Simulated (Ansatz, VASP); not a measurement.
# One calculation of SnO2, two programs

```
CELL_PARAMETERS angstrom
4.57643 0.00000 0.00000
0.00000 5.16349 0.00000
0.00000 0.00000 3.48797
ATOMIC_POSITIONS crystal
Sn 0.50000 0.50000 0.50000
Sn 0.00000 0.00000 0.00000
O 0.30705 0.31093 0.00000
O 0.80705 0.18907 0.50000
O 0.19295 0.81093 0.50000
O 0.69295 0.68907 0.00000
```

Change from the starting cell: volume 13.737 Å^3 an atom, stretch along a over the lengths across it, relative to the relaxed cell 0.8864.

Alike in both runs: functional LDA; k mesh 6 × 6 × 10; occupations gaussian, width 0.05 eV; no spin polarisation.

Ansatz relaxed the structure, and its values are those at the end. VASP's run is a single point on that final structure, the one shown.

```csv
,VASP,Ansatz
version,VASP 6.6.1,Ansatz 0.2.0
potentials or method,"VASP PAW LDA potentials, release 64 (Sn_d, O), cutoff 520 eV","scalar-relativistic, plane waves, PAW"
valence electrons in the cell,52,52
```

Ansatz gave:

| Quantity | Value |
| --- | --- |
| gap on the k mesh at the Fermi level (eV) | 0.10 |
| least direct gap on the mesh (eV) | 0.35 |
| pressure (GPa) | -23.4 |

**Question.** Estimate VASP's values.

**Answer.** gap on the k mesh at the Fermi level (eV): 0.10; least direct gap on the mesh (eV): 0.36; pressure (GPa): -22.7.

Ansatz warns that its potentials were made for another functional, while VASP's fit it. LDA's correlation is that of Perdew and Zunger in VASP and of Perdew and Wang (1992) in Ansatz. Ansatz's warnings: stress scf threshold loose.
